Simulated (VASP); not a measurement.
# Al2O3 (Al2O3 (R-3c)) (R-3c) in VASP: notebook

The runs below take Al2O3 (Al2O3 (R-3c)) through single point, relaxation of cell and atoms, with PBE.

Everything below comes from runs of VASP 6.6.1. Logs are shortened: lines on timing, memory, paths and dates and some standing lists are left out, and cuts for length are marked.

## 1. The cell of the first run

It takes space group R-3c (No. 167, trigonal). The conventional cell has a = 4.808 Å, b = 4.808 Å, c = 13.123 Å, α = 90.00°, β = 90.00°, γ = 120.00°. Within 2.5 Å of Al (site symmetry 3) lie 6 O at 1.87 to 1.99 Å. O (site symmetry 2) has 4 Al at 1.87 to 1.99 Å within 2.5 Å.

## 2. Single point, PBE

File INCAR:

```
PREC = Accurate
ENCUT = 520
EDIFF = 1E-6
ISMEAR = 0
SIGMA = 0.01
LREAL = F
LASPH = T
NELM = 80
ALGO = Normal
ISIF = 2
LWAVE = F
LCHARG = F
GGA = PE
NBANDS = 35
```

File KPOINTS:

```
Automatic mesh
0
Gamma
  7 7 7
```

File POSCAR:

```
Al2O3
1.0
    2.4039417622      1.3879164235      4.3742070937
   -2.4039417622      1.3879164235      4.3742070937
    0.0000000000     -2.7758328471      4.3742070937
Al O
4 6
Direct
    0.6478877067      0.6478877067      0.6478877067
    0.8521122933      0.8521122933      0.8521122933
    0.1478877067      0.1478877067      0.1478877067
    0.3521122933      0.3521122933      0.3521122933
    0.4438508614      0.0561491386      0.7500000000
    0.9438508614      0.2500000000      0.5561491386
    0.0561491386      0.7500000000      0.4438508614
    0.7500000000      0.4438508614      0.0561491386
    0.2500000000      0.5561491386      0.9438508614
    0.5561491386      0.9438508614      0.2500000000
```

Potentials or basis: VASP PAW PBE potentials, release 64 (Al, O).

Started as:

```
$ cat potpaw_PBE.64/Al/POTCAR potpaw_PBE.64/O/POTCAR > POTCAR
$ mpirun -np 1 vasp_std > vasp.out
```

OUTCAR:

```text
PREC = Accurate
   ENCUT = 520
   EDIFF = 1E-6
   ISMEAR = 0
   LREAL = F
   LASPH = T
   NELM = 80
   ISIF = 2
   GGA = PE

 ion  position               nearest neighbor table
   1  0.648  0.648  0.648-   6 1.87   9 1.87  10 1.87   7 1.99   5 1.99   8 1.99   2 2.68   4 2.82
                             4 2.82   4 2.82   2 3.25   2 3.25   2 3.25
   2  0.852  0.852  0.852-   9 1.87   6 1.87  10 1.87   8 1.99   5 1.99   7 1.99   1 2.68   3 2.82
                             3 2.82   3 2.82   1 3.25   1 3.25   1 3.25
   3  0.148  0.148  0.148-   8 1.87   7 1.87   5 1.87   9 1.99  10 1.99   6 1.99   4 2.68   2 2.82
                             2 2.82   2 2.82   4 3.25   4 3.25   4 3.25
   4  0.352  0.352  0.352-   7 1.87   8 1.87   5 1.87   6 1.99  10 1.99   9 1.99   3 2.68   1 2.82
                             1 2.82   1 2.82   3 3.25   3 3.25   3 3.25
   5  0.444  0.056  0.750-   3 1.87   4 1.87   1 1.99   2 1.99
   6  0.944  0.250  0.556-   1 1.87   2 1.87   4 1.99   3 1.99
   7  0.056  0.750  0.444-   4 1.87   3 1.87   1 1.99   2 1.99
   8  0.750  0.444  0.056-   3 1.87   4 1.87   2 1.99   1 1.99
   9  0.250  0.556  0.944-   2 1.87   1 1.87   3 1.99   4 1.99
  10  0.556  0.944  0.250-   1 1.87   2 1.87   3 1.99   4 1.99

  LATTYP: Found a trigonal (rhomboedric) cell.
 ALAT       =     5.1806308200
 COS(alpha) =     0.5693617614

  Lattice vectors:

 A1 = (   2.4039417622,   1.3879164235,   4.3742070937)
 A2 = (  -2.4039417622,   1.3879164235,   4.3742070937)
 A3 = (   0.0000000000,  -2.7758328471,   4.3742070937)

Analysis of symmetry for initial positions (statically):
=====================================================================
 Subroutine PRICEL returns:
 Original cell was already a primitive cell.

 Routine SETGRP: Setting up the symmetry group for a
 trigonal (rhombohedral) supercell.

 Subroutine GETGRP returns: Found 12 space group operations
 (whereof  6 operations were pure point group operations)
 out of a pool of 12 trial point group operations.

The static configuration has the point symmetry S_6 .
 The point group associated with its full space group is D_3d.

Analysis of symmetry for dynamics (positions and initial velocities):
=====================================================================
 Subroutine PRICEL returns:
 Original cell was already a primitive cell.

 Routine SETGRP: Setting up the symmetry group for a
 trigonal (rhombohedral) supercell.

 Subroutine GETGRP returns: Found 12 space group operations
 (whereof  6 operations were pure point group operations)
 out of a pool of 12 trial point group operations.

The dynamic configuration has the point symmetry S_6 .
 The point group associated with its full space group is D_3d.

 Subroutine INISYM returns: Found 12 space group operations
 (whereof  6 operations are pure point group operations),
 and found     1 'primitive' translations

----------------------------------------------------------------------------------------

                                     Primitive cell

  volume of cell :      87.5665

  direct lattice vectors                    reciprocal lattice vectors
     2.403941762  1.387916424  4.374207094     0.207991728  0.120084080  0.076204287
    -2.403941762  1.387916424  4.374207094    -0.207991728  0.120084080  0.076204287
     0.000000000 -2.775832847  4.374207094     0.000000000 -0.240168160  0.076204287

  length of vectors
     5.180630820  5.180630820  5.180630820     0.251967931  0.251967931  0.251967931

  position of ions in fractional coordinates (direct lattice)
     0.647887707  0.647887707  0.647887707
     0.852112293  0.852112293  0.852112293
     0.147887707  0.147887707  0.147887707
     0.352112293  0.352112293  0.352112293
     0.443850861  0.056149139  0.750000000
     0.943850861  0.250000000  0.556149139
     0.056149139  0.750000000  0.443850861
     0.750000000  0.443850861  0.056149139
     0.250000000  0.556149139  0.943850861
     0.556149139  0.943850861  0.250000000

  ion indices of the primitive-cell ions
   primitive index   ion index
                 1           1
                 2           2
                 3           3
                 4           4
                 5           5
                 6           6
                 7           7
                 8           8
                 9           9
                10          10

----------------------------------------------------------------------------------------

 KPOINTS: Automatic mesh

Automatic generation of k-mesh.
 Grid dimensions read from file:
 generate k-points for:    7    7    7

 Generating k-lattice:

  Cartesian coordinates                     Fractional coordinates (reciprocal lattice)
     0.029713104  0.017154869  0.010886327     0.142857143  0.000000000 -0.000000000
    -0.029713104  0.017154869  0.010886327     0.000000000  0.142857143 -0.000000000
     0.000000000 -0.034309737  0.010886327    -0.000000000 -0.000000000  0.142857143

  Length of vectors
     0.035995419  0.035995419  0.035995419

  Shift w.r.t. Gamma in fractional coordinates (k-lattice)
     0.000000000  0.000000000  0.000000000

 Subroutine IBZKPT returns following result:
 ===========================================

 Found     44 irreducible k-points:

 Following reciprocal coordinates:
            Coordinates               Weight
  0.000000  0.000000  0.000000      1.000000
  0.142857 -0.000000  0.000000      6.000000
  0.285714 -0.000000  0.000000      6.000000
  0.428571 -0.000000 -0.000000      6.000000
  0.142857  0.142857  0.000000      6.000000
  0.285714  0.142857  0.000000     12.000000
[... 16 lines left out ...]
  0.285714  0.285714  0.142857      6.000000
  0.428571  0.285714  0.142857     12.000000
 [... further k-points ...]
   k-points           NKPTS =     44   k-points in BZ     NKDIM =     44   number of bands    NBANDS=     35
   number of dos      NEDOS =    301   number of ions     NIONS =     10
   total plane-waves  NPLWV =  64000
   dimension x,y,z NGX =    40 NGY =   40 NGZ =   40
   dimension x,y,z NGXF=    80 NGYF=   80 NGZF=   80
   ions per type =               4   6
   NGX,Y,Z   is equivalent  to a cutoff of  12.84, 12.84, 12.84 a.u.
   NGXF,Y,Z  is equivalent  to a cutoff of  25.67, 25.67, 25.67 a.u.
 SYSTEM =  unknown system
   PREC   = accura    normal or accurate (medium, high low for compatibility)
   ISTART =      0    job   : 0-new  1-cont  2-samecut
   ICHARG =      2    charge: 1-file 2-atom 10-const
   ISPIN  =      1    spin polarized calculation?
   LNONCOLLINEAR =      F non collinear calculations
   LSORBIT =      F    spin-orbit coupling
   LASPH  =      T    aspherical Exc in radial PAW
   ENCUT  =  520.0 eV  38.22 Ry    6.18 a.u.   9.63  9.63  9.63*2*pi/ulx,y,z
   NELM   =     80;   NELMIN=  2; NELMDL= -5     # of ELM steps
   EDIFF  = 0.1E-05   stopping-criterion for ELM
   LREAL  =      F    real-space projection
   EDIFFG = 0.1E-04   stopping-criterion for IOM
   NSW    =      0    number of steps for IOM
   IBRION =     -1    ionic relax: 0-MD 1-quasi-New 2-CG
   NFREE  =      0    steps in history (QN), initial steepest desc. (CG)
   ISIF   =      2    stress and relaxation
   ISYM   =      2    0-nonsym 1-usesym 2-fastsym
   POTIM  = 0.5000    time-step for ionic-motion
   TEBEG  =    0.0;   TEEND  =   0.0 temperature during run
   PSTRESS=    0.0 pullay stress
   NELECT =      48.0000    total number of electrons
   NUPDOWN=      -1.0000    fix difference up-down
   EMIN   =  10.00;   EMAX   =-10.00  energy-range for DOS
   EFERMI =   0.00;   METHOD = LEGACY
   ISMEAR =     0;   SIGMA  =   0.01  broadening in eV -4-tet -1-fermi 0-gaus
   EFERMI_NEDOS =   21; number of points for ismear=-14 and -15
   IALGO  =     38    algorithm
   IMIX   =      4    mixing-type and parameters
     AMIX     =   0.40;   BMIX     =  1.00
     AMIX_MAG =   1.60;   BMIX_MAG =  1.00
  volume/ion in A,a.u.               =       8.76        59.09
  Fermi-wavevector in a.u.,A,eV,Ry     =   1.339808  2.531870 24.423627  1.795086
  Thomas-Fermi vector in A             =   2.468171
   LORBIT       =      0    0 simple, 1 ext, 2 COOP (PROOUT), +10 PAW based schemes
   GGA     = PE    functional components
   LHFCALC =     F    Hartree Fock is set to
   AEXX    =    0.0000 exact exchange contribution
   IVDW    =     0    specifies the selected vdW correction
   LEPSILON=     F    determine dielectric tensor
   LRPA    =     F    only Hartree local field effects (RPA)
 non-spin polarized calculation
 Gauss-broadening in eV      SIGMA  =   0.01
  energy-cutoff  :      520.00
  volume of cell :       87.57
 maximum number of plane-waves:      2379
   NGX = 19   NGY = 19   NGZ = 19

 number of electron      48.0000008 magnetization

 Free energy of the ion-electron system (eV)
  ---------------------------------------------------
  ext. energy  EPLUGINS =         0.00000000
  ---------------------------------------------------
  free energy    TOTEN  =       -74.81216313 eV

  energy without entropy =      -74.81216313  energy(sigma->0) =      -74.81216313

 E-fermi :   5.9305     XC(G=0): -11.5400

 val. band max:        5.8028463585   @ k =   0.0000   0.0000   0.0000
 cond. band min:      11.6569700576   @ k =   0.0000   0.0000   0.0000
 fundamental gap:      5.8541236992
 Fermi energy:         5.9305334704

 k-point     1 :       0.0000    0.0000    0.0000
  band No.  band energies     occupation
      1     -13.2127      2.00000
      2     -10.9910      2.00000
      3     -10.7271      2.00000
      4     -10.7271      2.00000
      5     -10.4201      2.00000
      6     -10.4201      2.00000
[... 27 lines left out ...]
     34      18.9561      0.00000
     35      20.1500      0.00000

 k-point     2 :       0.1429   -0.0000    0.0000
  band No.  band energies     occupation
      1     -13.1112      2.00000
      2     -11.0329      2.00000
      3     -10.7928      2.00000
      4     -10.7471      2.00000
      5     -10.4693      2.00000
      6     -10.4268      2.00000
[... 27 lines left out ...]
     34      18.5902      0.00000
     35      20.0736      0.00000

 k-point     3 :       0.2857   -0.0000    0.0000
  band No.  band energies     occupation
      1     -12.8185      2.00000
      2     -11.3393      2.00000
      3     -10.7804      2.00000
      4     -10.7754      2.00000
      5     -10.5823      2.00000
      6     -10.4676      2.00000
[... 27 lines left out ...]
     34      18.9274      0.00000
     35      19.4707      0.00000

 k-point     4 :       0.4286   -0.0000   -0.0000
  band No.  band energies     occupation
      1     -12.3724      2.00000
      2     -11.8427      2.00000
      3     -10.7647      2.00000
      4     -10.6958      2.00000
      5     -10.6760      2.00000
      6     -10.5575      2.00000
[... 27 lines left out ...]
     34      18.6813      0.00000
     35      18.8294      0.00000

 k-point     5 :       0.1429    0.1429    0.0000
  band No.  band energies     occupation
      1     -13.0833      2.00000
      2     -11.0502      2.00000
      3     -10.8102      2.00000
      4     -10.7431      2.00000
      5     -10.5107      2.00000
      6     -10.4096      2.00000
[... 638 lines left out ...]
 k-point    22 :      -0.1429    0.1429    0.1429
  band No.  band energies     occupation
      1     -12.8469      2.00000
      2     -11.1931      2.00000
      3     -10.8924      2.00000
      4     -10.7406      2.00000
      5     -10.6265      2.00000
      6     -10.4640      2.00000
[... 27 lines left out ...]
     34      18.6783      0.00000
     35      19.5989      0.00000

 k-point    23 :       0.2857    0.2857    0.1429
  band No.  band energies     occupation
      1     -12.8907      2.00000
      2     -11.3343      2.00000
      3     -10.8370      2.00000
      4     -10.6650      2.00000
      5     -10.6255      2.00000
      6     -10.3926      2.00000
[... 27 lines left out ...]
     34      18.9280      0.00000
     35      19.6577      0.00000

 k-point    24 :       0.4286    0.2857    0.1429
  band No.  band energies     occupation
      1     -12.6278      2.00000
      2     -11.4322      2.00000
      3     -11.0182      2.00000
      4     -10.8076      2.00000
      5     -10.6310      2.00000
      6     -10.3701      2.00000
[... 27 lines left out ...]
     34      19.1287      0.00000
     35      19.4211      0.00000

 [... further k-points ...]

------------------------ aborting loop because EDIFF is reached ----------------------------------------

  FORCE on cell =-STRESS in cart. coord.  units (eV):
  Direction    XX          YY          ZZ          XY          YZ          ZX
  --------------------------------------------------------------------------------------
  -------------------------------------------------------------------------------------
  Total       -0.0134309     -0.0134309     -0.0431546     -0.0000000      0.0000000      0.0000000
  in kB       -0.2457406     -0.2457406     -0.7895876     -0.0000000      0.0000000      0.0000000
  external PRESSURE =      -0.4270229 kB  Pullay stress =       0.0000000 kB

 VOLUME and BASIS-vectors are now :
 -----------------------------------------------------------------------------
  energy-cutoff  :      520.00
  volume of cell :       87.57
      direct lattice vectors                 reciprocal lattice vectors
     2.403941762  1.387916424  4.374207094     0.207991728  0.120084080  0.076204287
    -2.403941762  1.387916424  4.374207094    -0.207991728  0.120084080  0.076204287
     0.000000000 -2.775832847  4.374207094     0.000000000 -0.240168160  0.076204287

 POSITION                                       TOTAL-FORCE (eV/Angst)
 -----------------------------------------------------------------------------------
      0.00000     -0.00000      8.50199        -0.000000      0.000000     -0.010666
      0.00000     -0.00000     11.18195        -0.000000     -0.000000      0.010666
      0.00000     -0.00000      1.94067        -0.000000      0.000000     -0.010666
      0.00000     -0.00000      4.62064        -0.000000     -0.000000      0.010666
      0.93201     -1.38792      5.46776        -0.003699      0.000000     -0.000000
      1.66798      0.11319      7.65486        -0.001849     -0.003203      0.000000
     -1.66798     -0.11319      5.46776         0.001849      0.003203      0.000000
      0.73596      1.50110      5.46776         0.001849     -0.003203      0.000000
     -0.73596     -1.50110      7.65486        -0.001849      0.003203      0.000000
     -0.93201      1.38792      7.65486         0.003699      0.000000     -0.000000
 -----------------------------------------------------------------------------------
    total drift:                                0.000000     -0.000000     -0.000000

  FREE ENERGIE OF THE ION-ELECTRON SYSTEM (eV)
  ---------------------------------------------------
  free  energy   TOTEN  =       -74.8121631267 eV

  energy  without entropy=      -74.8121631267  energy(sigma->0) =      -74.81216313
```

Wall time 2.1 min (1 thread of Intel Xeon Platinum 8259CL at 2.50GHz (Skylake/Cascade Lake), shared host); peak memory 0.28 GiB.

Results:

```yaml
Free_energy: -74.8122 eV
Pressure: 0.0 GPa
Largest_force: 0.011 eV/Å
Band_gap_on_the_k_mesh: 5.85 eV, direct
```

Forces on the atoms (eV/Å):
```
Al   0.000  0.000 -0.011
Al   0.000  0.000  0.011
Al   0.000  0.000 -0.011
Al   0.000  0.000  0.011
O   -0.004  0.000  0.000
O   -0.002 -0.003  0.000
O    0.002  0.003  0.000
O    0.002 -0.003  0.000
O   -0.002  0.003  0.000
O    0.004  0.000  0.000
```

## 3. Relaxation of cell and atoms, PBE

File INCAR:

```
SYSTEM = Al2O3
ALGO = Normal ; EDIFF = 1E-6
EDIFFG = -0.005 ; ENCUT = 600
GGA = PE ; IBRION = 2
ISIF = 3 ; ISMEAR = 0
LASPH = .True. ; LCHARG = .False.
LREAL = .False. ; LWAVE = .False.
NELM = 80 ; NSW = 80
PREC = Accurate ; SIGMA = 0.01
```

File KPOINTS:

```
k-points
0
Gamma
  7 7 7
  0 0 0
```

File POSCAR:

```
Al2O3
1.0
    2.4025136000      1.3870919000      4.3720844000
   -2.4025136000      1.3870919000      4.3720844000
    0.0000000000     -2.7741838000      4.3720844000
Al O
4 6
Direct
    0.6479040000      0.6479040000      0.6479040000
    0.8520960000      0.8520960000      0.8520960000
    0.1479040000      0.1479040000      0.1479040000
    0.3520960000      0.3520960000      0.3520960000
    0.4438545000      0.0561455000      0.7500000000
    0.9438545000      0.2500000000      0.5561455000
    0.0561455000      0.7500000000      0.4438545000
    0.7500000000      0.4438545000      0.0561455000
    0.2500000000      0.5561455000      0.9438545000
    0.5561455000      0.9438545000      0.2500000000
```

Potentials or basis: VASP PAW PBE potentials, release 64 (Al, O).

Started as:

```
$ cat potpaw_PBE.64/Al/POTCAR potpaw_PBE.64/O/POTCAR > POTCAR
$ mpirun -np 1 vasp_std > vasp.out
```

It took 3 min on 1 thread of Intel Xeon Platinum 8259CL at 2.50GHz (Skylake/Cascade Lake), shared host; peak memory 0.31 GiB.

It converged, with:

* Free energy: -74.8321 eV
* Relaxed volume: 8.74 Å³/atom
* Relaxed cell: a = 5.178 Å, b = 5.178 Å, c = 5.178 Å, α = 55.30°, β = 55.30°, γ = 55.30°
* Space group after relaxing (to 0.05 Å): R-3c (No. 167)
* Energy gained by relaxing: 0.0 meV/atom
* Ionic steps: 2
* Pressure after relaxing: 0.0 GPa
* Largest force after relaxing: 0.004 eV/Å
* Band gap on the k mesh: 5.87 eV, direct

Forces on the atoms (eV/Å):
```
Al   0.000  0.000 -0.004
Al   0.000  0.000  0.004
Al   0.000  0.000 -0.004
Al   0.000  0.000  0.004
O    0.003  0.000  0.000
O    0.001  0.002  0.000
O   -0.001 -0.002  0.000
O   -0.001  0.002  0.000
O    0.001 -0.002  0.000
O   -0.003  0.000  0.000
```

Final structure:
```cif
data_structure
_symmetry_space_group_name_H-M 'P 1'
_symmetry_Int_Tables_number 1
_cell_length_a 5.1776
_cell_length_b 5.1776
_cell_length_c 5.1776
_cell_angle_alpha 55.302
_cell_angle_beta 55.302
_cell_angle_gamma 55.302
_cell_volume 87.43
loop_
_atom_site_label
_atom_site_type_symbol
_atom_site_fract_x
_atom_site_fract_y
_atom_site_fract_z
_atom_site_occupancy
Al1 Al 0.64786 0.64786 0.64786 1
Al2 Al 0.85214 0.85214 0.85214 1
Al3 Al 0.14786 0.14786 0.14786 1
Al4 Al 0.35214 0.35214 0.35214 1
O1 O 0.44380 0.05620 0.75000 1
O2 O 0.94380 0.25000 0.55620 1
O3 O 0.05620 0.75000 0.44380 1
O4 O 0.75000 0.44380 0.05620 1
O5 O 0.25000 0.55620 0.94380 1
O6 O 0.55620 0.94380 0.25000 1
```

Levels at points of the mesh, in eV from the valence-band top:
| k point | band 22 | band 23 | band 24 | band 25 | band 26 | band 27 |
| --- | --- | --- | --- | --- | --- | --- |
| (0.00, 0.00, 0.00) | -0.03 | -0.03 | 0.00 | 5.87 | 8.92 | 10.39 |
